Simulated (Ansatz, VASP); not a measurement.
# One calculation of Mg, two programs

Contents of INCAR:

```
SYSTEM = Mg
  ALGO = Normal
  EDIFF = 1E-6
  ENCUT = 520
  GGA = PS
  ISIF = 2
  ISMEAR = 0
  LASPH = .TRUE.
  LCHARG = .FALSE.
  LREAL = .FALSE.
  LWAVE = .FALSE.
  NBANDS = 7
  NELM = 80
  PREC = Accurate
  SIGMA = 0.15
```

File KPOINTS:

```
k-points
0
G
  18 18 18
  0 0 0
```

The input POSCAR:

```
Mg
1.0
   -1.8644500000      1.8644500000      1.7659500000
    1.8644500000     -1.8644500000      1.7659500000
    1.8644500000      1.8644500000     -1.7659500000
Mg
1
Direct
    0.0000000000      0.0000000000      0.0000000000
```

Input for Ansatz:

```yaml
crystal:
  lattice:
    - [-1.86445, 1.86445, 1.76595]
    - [1.86445, -1.86445, 1.76595]
    - [1.86445, 1.86445, -1.76595]
  atoms:
    - { symbol: Mg, position: [0.0, 0.0, 0.0] }
basis:
  ecutwfc: 520.0
kpoints:
  mp_grid: { grid: [18, 18, 18] }
hamiltonian:
  xc: pbesol
scf:
  occupations: { method: gaussian, width: 0.15 }
output:
  forces: true
  stress: true
  eigenvalues: true
```

Alike in both runs: task single point; functional PBEsol; k mesh 18 × 18 × 18; occupations gaussian, width 0.15 eV; no spin polarisation.

|  | VASP | Ansatz |
| --- | --- | --- |
| version | VASP 6.6.1 | Ansatz 0.2.0 |
| potentials or method | VASP PAW PBE potentials, release 64 (Mg), cutoff 520 eV | scalar-relativistic, plane waves, PAW |
| valence electrons in the cell | 2 | 10 |

|  | VASP | Ansatz | Ansatz less VASP |
| --- | --- | --- | --- |
| gap on the k mesh at the Fermi level (eV) | none | none | - |
| pressure (GPa) | -2.7 | -2.7 | +0.07 |
| traceless stress, the component that is largest in VASP (GPa) | 0.07 | 0.07 | 0.000 |

VASP's potentials were made for PBE, not for PBEsol. A gap of «none» marks a metal or a gap that the smearing closes. VASP's potentials hold 2 valence electrons a cell and Ansatz's 10, so a difference there can come from the potentials and not from the codes.
